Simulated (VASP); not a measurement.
# Mo (Im-3m) in VASP: further runs, part 2 of 2

VASP 6.6.1.

## (4) Single point, PBE

INCAR

```
SYSTEM = Mo
PREC = Accurate ; ENCUT = 500
EDIFF = 1E-6 ; ISMEAR = 1
SIGMA = 0.1 ; LREAL = .False.
LASPH = .True. ; NELM = 120
ALGO = Normal ; ISIF = 2
LWAVE = .False. ; LCHARG = .False.
GGA = PE ; NBANDS = 126
GGA_COMPAT = .False.
```

KPOINTS

```
Automatic mesh
0
Gamma
  5 5 5
  0 0 0
```

POSCAR

```
Mo
1.0
    6.3226243330      0.0000000000      0.0000000000
    0.0000000000      6.3226243330      0.0000000000
    0.0000000000      0.0000000000      6.3226243330
Mo
16
Direct
    0.0000000000      0.0000000000      0.0000000000
    0.2500000000      0.2500000000      0.2500000000
    0.0000000000      0.0000000000      0.5000000000
    0.2500000000      0.2500000000      0.7500000000
    0.0000000000      0.5000000000      0.0000000000
    0.2500000000      0.7500000000      0.2500000000
    0.0000000000      0.5000000000      0.5000000000
    0.2500000000      0.7500000000      0.7500000000
    0.5000000000      0.0000000000      0.0000000000
    0.7500000000      0.2500000000      0.2500000000
    0.5000000000      0.0000000000      0.5000000000
    0.7500000000      0.2500000000      0.7500000000
    0.5000000000      0.5000000000      0.0000000000
    0.7500000000      0.7500000000      0.2500000000
    0.5000000000      0.5000000000      0.5000000000
    0.7500000000      0.7500000000      0.7500000000
```

Potentials or basis: VASP PAW PBE potentials, release 64 (Mo_sv).

Command:

```sh
> cat potpaw_PBE.64/Mo_sv/POTCAR > POTCAR
> mpirun -np 1 vasp_std > vasp.out
```

OUTCAR:

```text
SYSTEM = Mo
   PREC = Accurate
   ENCUT = 500
   EDIFF = 1E-6
   ISMEAR = 1
   LREAL = .False.
   LASPH = .True.
   NELM = 120
   ISIF = 2
   GGA = PE

 ion  position               nearest neighbor table
   1  0.000  0.000  0.000-   2 2.74   4 2.74   6 2.74   8 2.74  10 2.74  12 2.74  14 2.74  16 2.74
                             5 3.16   9 3.16   3 3.16   3 3.16   5 3.16   9 3.16
   2  0.250  0.250  0.250-   1 2.74   3 2.74   5 2.74   7 2.74   9 2.74  11 2.74  13 2.74  15 2.74
                             4 3.16   6 3.16  10 3.16   4 3.16   6 3.16  10 3.16
   3  0.000  0.000  0.500-   2 2.74   4 2.74   6 2.74   8 2.74  10 2.74  12 2.74  14 2.74  16 2.74
                             1 3.16   7 3.16  11 3.16   1 3.16   7 3.16  11 3.16
   4  0.250  0.250  0.750-   1 2.74   3 2.74   5 2.74   7 2.74   9 2.74  11 2.74  13 2.74  15 2.74
                            12 3.16   2 3.16   8 3.16   2 3.16   8 3.16  12 3.16
   5  0.000  0.500  0.000-   2 2.74   4 2.74   6 2.74   8 2.74  10 2.74  12 2.74  14 2.74  16 2.74
                            13 3.16   7 3.16   1 3.16   7 3.16   1 3.16  13 3.16
   6  0.250  0.750  0.250-   1 2.74   3 2.74   5 2.74   7 2.74   9 2.74  11 2.74  13 2.74  15 2.74
                             2 3.16  14 3.16   8 3.16   8 3.16   2 3.16  14 3.16
   7  0.000  0.500  0.500-   2 2.74   4 2.74   6 2.74   8 2.74  10 2.74  12 2.74  14 2.74  16 2.74
                             3 3.16  15 3.16   5 3.16   5 3.16   3 3.16  15 3.16
   8  0.250  0.750  0.750-   1 2.74   3 2.74   5 2.74   7 2.74   9 2.74  11 2.74  13 2.74  15 2.74
                             6 3.16   4 3.16  16 3.16   6 3.16   4 3.16  16 3.16
   9  0.500  0.000  0.000-   2 2.74   4 2.74   6 2.74   8 2.74  10 2.74  12 2.74  14 2.74  16 2.74
                            13 3.16  11 3.16   1 3.16  11 3.16  13 3.16   1 3.16
  10  0.750  0.250  0.250-   1 2.74   3 2.74   5 2.74   7 2.74   9 2.74  11 2.74  13 2.74  15 2.74
                             2 3.16  14 3.16  12 3.16  12 3.16  14 3.16   2 3.16
  11  0.500  0.000  0.500-   2 2.74   4 2.74   6 2.74   8 2.74  10 2.74  12 2.74  14 2.74  16 2.74
                             3 3.16  15 3.16   9 3.16   9 3.16  15 3.16   3 3.16
  12  0.750  0.250  0.750-   1 2.74   3 2.74   5 2.74   7 2.74   9 2.74  11 2.74  13 2.74  15 2.74
                            10 3.16   4 3.16  16 3.16  10 3.16  16 3.16   4 3.16
  13  0.500  0.500  0.000-   2 2.74   4 2.74   6 2.74   8 2.74  10 2.74  12 2.74  14 2.74  16 2.74
                             5 3.16  15 3.16   9 3.16  15 3.16   9 3.16   5 3.16
  14  0.750  0.750  0.250-   1 2.74   3 2.74   5 2.74   7 2.74   9 2.74  11 2.74  13 2.74  15 2.74
                            10 3.16   6 3.16  16 3.16  16 3.16  10 3.16   6 3.16
  15  0.500  0.500  0.500-   2 2.74   4 2.74   6 2.74   8 2.74  10 2.74  12 2.74  14 2.74  16 2.74
                            13 3.16  11 3.16   7 3.16  13 3.16  11 3.16   7 3.16
  16  0.750  0.750  0.750-   1 2.74   3 2.74   5 2.74   7 2.74   9 2.74  11 2.74  13 2.74  15 2.74
                             8 3.16  14 3.16  12 3.16  14 3.16  12 3.16   8 3.16

  LATTYP: Found a simple cubic cell.
 ALAT       =     6.3226243330

  Lattice vectors:

 A1 = (   6.3226243330,   0.0000000000,   0.0000000000)
 A2 = (   0.0000000000,   6.3226243330,   0.0000000000)
 A3 = (   0.0000000000,   0.0000000000,   6.3226243330)

Analysis of symmetry for initial positions (statically):
=====================================================================
 Subroutine PRICEL returns following result:

  LATTYP: Found a body centered cubic cell.
 ALAT       =     3.1613121665

  Lattice vectors:

 A1 = (   1.5806560833,   1.5806560833,  -1.5806560832)
 A2 = (  -1.5806560833,   1.5806560832,   1.5806560832)
 A3 = (   1.5806560833,  -1.5806560832,   1.5806560833)

  16 primitive cells build up your supercell.

 Routine SETGRP: Setting up the symmetry group for a
 simple cubic supercell.

 Subroutine GETGRP returns: Found 48 space group operations
[... 99 lines left out ...]
   NGXF,Y,Z  is equivalent  to a cutoff of  25.24, 25.24, 25.24 a.u.
 SYSTEM =  Mo
   PREC   = accura    normal or accurate (medium, high low for compatibility)
   ISTART =      0    job   : 0-new  1-cont  2-samecut
   ICHARG =      2    charge: 1-file 2-atom 10-const
   ISPIN  =      1    spin polarized calculation?
   LNONCOLLINEAR =      F non collinear calculations
   LSORBIT =      F    spin-orbit coupling
   LASPH  =      T    aspherical Exc in radial PAW
   ENCUT  =  500.0 eV  36.75 Ry    6.06 a.u.  11.53 11.53 11.53*2*pi/ulx,y,z
   NELM   =    120;   NELMIN=  2; NELMDL= -5     # of ELM steps
   EDIFF  = 0.1E-05   stopping-criterion for ELM
   LREAL  =      F    real-space projection
   EDIFFG = 0.1E-04   stopping-criterion for IOM
   NSW    =      0    number of steps for IOM
   IBRION =     -1    ionic relax: 0-MD 1-quasi-New 2-CG
   NFREE  =      0    steps in history (QN), initial steepest desc. (CG)
   ISIF   =      2    stress and relaxation
   ISYM   =      2    0-nonsym 1-usesym 2-fastsym
   POTIM  = 0.5000    time-step for ionic-motion
   TEBEG  =    0.0;   TEEND  =   0.0 temperature during run
   PSTRESS=    0.0 pullay stress
   NELECT =     224.0000    total number of electrons
   NUPDOWN=      -1.0000    fix difference up-down
   EMIN   =  10.00;   EMAX   =-10.00  energy-range for DOS
   EFERMI =   0.00;   METHOD = LEGACY
   ISMEAR =     1;   SIGMA  =   0.10  broadening in eV -4-tet -1-fermi 0-gaus
   EFERMI_NEDOS =   21; number of points for ismear=-14 and -15
   IALGO  =     38    algorithm
   IMIX   =      4    mixing-type and parameters
     AMIX     =   0.40;   BMIX     =  1.00
     AMIX_MAG =   1.60;   BMIX_MAG =  1.00
  volume/ion in A,a.u.               =      15.80       106.60
  Fermi-wavevector in a.u.,A,eV,Ry     =   1.572510  2.971613 33.644326  2.472788
  Thomas-Fermi vector in A             =   2.673934
   LORBIT       =      0    0 simple, 1 ext, 2 COOP (PROOUT), +10 PAW based schemes
   GGA     = PE    functional components
   LHFCALC =     F    Hartree Fock is set to
   AEXX    =    0.0000 exact exchange contribution
   IVDW    =     0    specifies the selected vdW correction
   LEPSILON=     F    determine dielectric tensor
   LRPA    =     F    only Hartree local field effects (RPA)
 non-spin polarized calculation
 Methfessel and Paxton  Order N= 1 SIGMA  =   0.10
  energy-cutoff  :      500.00
  volume of cell :      252.75
 maximum number of plane-waves:      6443
 NGX is ok and might be reduce to    48
   NGX = 23   NGY = 23   NGZ = 23

 number of electron     224.0000060 magnetization

 Free energy of the ion-electron system (eV)
  ---------------------------------------------------
  ext. energy  EPLUGINS =         0.00000000
  ---------------------------------------------------
  free energy    TOTEN  =      -174.99314240 eV

  energy without entropy =     -174.99549315  energy(sigma->0) =     -174.99392599

 E-fermi :  12.4830     XC(G=0): -13.3305

 val. band max:       12.4497155006   @ k =   0.4000   0.2000   0.0000
 cond. band min:      12.5147808430   @ k =   0.2000   0.0000   0.0000
 fundamental gap:      0.0650653425
 Fermi energy:        12.4829695800

 k-point     1 :       0.0000    0.0000    0.0000
  band No.  band energies     occupation
      1     -48.8495      2.00000
      2     -48.6165      2.00000
      3     -48.6165      2.00000
      4     -48.6165      2.00000
      5     -48.6165      2.00000
      6     -48.6165      2.00000
[... 1259 lines left out ...]
    123      13.9726     -0.00000
    124      14.0293     -0.00000
 [bands above 124 left out]

------------------------ aborting loop because EDIFF is reached ----------------------------------------

  FORCE on cell =-STRESS in cart. coord.  units (eV):
  Direction    XX          YY          ZZ          XY          YZ          ZX
  --------------------------------------------------------------------------------------
  -------------------------------------------------------------------------------------
  Total        0.2692111      0.2692111      0.2692111      0.0000000      0.0000000     -0.0000000
  in kB        1.7065202      1.7065202      1.7065202      0.0000000      0.0000000     -0.0000000
  external PRESSURE =       1.7065202 kB  Pullay stress =       0.0000000 kB

 VOLUME and BASIS-vectors are now :
 -----------------------------------------------------------------------------
  energy-cutoff  :      500.00
  volume of cell :      252.75
      direct lattice vectors                 reciprocal lattice vectors
     6.322624333  0.000000000  0.000000000     0.158162172  0.000000000  0.000000000
     0.000000000  6.322624333  0.000000000     0.000000000  0.158162172  0.000000000
     0.000000000  0.000000000  6.322624333     0.000000000  0.000000000  0.158162172

 POSITION                                       TOTAL-FORCE (eV/Angst)
 -----------------------------------------------------------------------------------
      0.00000      0.00000      0.00000        -0.000000      0.000000     -0.000000
      1.58066      1.58066      1.58066         0.000000     -0.000000      0.000000
      0.00000      0.00000      3.16131         0.000000      0.000000     -0.000000
      1.58066      1.58066      4.74197        -0.000000      0.000000      0.000000
      0.00000      3.16131      0.00000         0.000000     -0.000000      0.000000
      1.58066      4.74197      1.58066        -0.000000     -0.000000     -0.000000
[... 8 lines left out ...]
      3.16131      3.16131      3.16131         0.000000     -0.000000     -0.000000
      4.74197      4.74197      4.74197         0.000000      0.000000      0.000000
 -----------------------------------------------------------------------------------
    total drift:                                0.000000      0.000000      0.000000

  FREE ENERGIE OF THE ION-ELECTRON SYSTEM (eV)
  ---------------------------------------------------
  free  energy   TOTEN  =      -174.9931424047 eV

  energy  without entropy=     -174.9954931534  energy(sigma->0) =     -174.99392599
```

It took 8.1 min on 1 thread of Oxide Virtual Turin-like, shared host; peak memory 0.4 GiB.

What came out:

```yaml
Free_energy: -174.9931 eV
Pressure: 0.2 GPa
Band_gap_on_the_k_mesh: zero (bands 112 and 113 overlap by 0.23 eV)
```

Levels at points of the mesh, in eV from the Fermi level:
| k point | band 110 | band 111 | band 112 | band 113 | band 114 | band 115 |
| --- | --- | --- | --- | --- | --- | --- |
| (0.00, 0.00, 0.00) | -0.67 | -0.67 | -0.67 | 0.81 | 0.81 | 0.81 |

## (5) The runs side by side

| level | k mesh | cutoff (eV) | gap on the mesh (eV) | pressure (GPa) |
| --- | --- | --- | --- | --- |
| PBEsol | 3 × 3 × 3 | 500 | none | -7.6 |
| r2SCAN | 3 × 3 × 3 | 550 | none | -1.6 |
| PBE | 5 × 5 × 5 | 500 | none | 0.2 |

Alike in all rows: task single point; potentials or basis VASP PAW PBE potentials, release 64 (Mo_sv); no spin polarisation; cell as given; smearing methfessel-paxton 0.1 eV.

The pressure there spans -7.6 GPa (PBEsol) to 0.2 GPa (PBE); a positive pressure means that this level wants a larger cell, a negative one a smaller.

Caveats: the PAW data sets were made with another functional, which shifts forces and pressure a little (at least some runs); the cell stands under tension (at least some runs).

Total energies depend on the potentials used, so only differences within one code and one set of settings carry meaning.

The gap in the log of VASP goes by the Fermi energy; the results here count the filled bands.